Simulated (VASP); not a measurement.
Input of a VASP 6.6.1 run:

File POSCAR:

```
W
1.0
    2.8096620000      0.0000000000      0.0000000000
    0.0000000000      4.8638700000      0.0000000000
    0.0000000000      0.0000000000      4.9236950000
W
4
Direct
    0.7931720000      0.5631570000      0.2500000000
    0.2068280000      0.0631570000      0.2500000000
    0.2068280000      0.4368430000      0.7500000000
    0.7931720000      0.9368430000      0.7500000000
```

INCAR.step1

```
SYSTEM = W
PREC = Accurate
ENCUT = 550
ISMEAR = 1
SIGMA = 0.2
LREAL = .False.
LASPH = .True.
NELM = 120
NBANDS = 36
GGA = PE
ALGO = Normal
EDIFF = 1E-5
LWAVE = .True.
LCHARG = .False.
GGA_COMPAT = .False.
```

The input INCAR.step2:

```
SYSTEM = W
PREC = Accurate
ENCUT = 550
EDIFF = 1E-6
ISMEAR = 1
SIGMA = 0.2
LREAL = .False.
LASPH = .True.
NELM = 120
ALGO = Normal
ISIF = 2
LWAVE = .False.
LCHARG = .False.
METAGGA = R2SCAN
LMIXTAU = .True.
NBANDS = 36
ISTART = 1
GGA_COMPAT = .False.
```

File KPOINTS:

```
regular mesh
0
Gamma
  8 5 4
  0 0 0
```

Potentials or basis: VASP PAW PBE potentials, release 64 (W_sv).

Run with:

```bash
$ cat potpaw_PBE.64/W_sv/POTCAR > POTCAR
$ cp INCAR.step1 INCAR
$ mpirun -np 1 vasp_std > vasp.out
$ cp INCAR.step2 INCAR
$ mpirun -np 1 vasp_std > vasp.out
```

Problem. Estimate the band gap on the k mesh.

Solution. Zero (bands 28 and 29 overlap by 1.00 eV).

Problem. Predict the largest force.

Solution. 0.227 eV/Å.

Forces in eV/Å, atoms in the order of the input:
```
W    0.142 -0.176  0.000
W   -0.142 -0.176  0.000
W   -0.142  0.176  0.000
W    0.142  0.176  0.000
```

Caveat: the cell stands under tension; the PAW data sets were made with another functional, which shifts forces and pressure a little; spin-orbit coupling is left out, which moves the levels of the heavy elements.
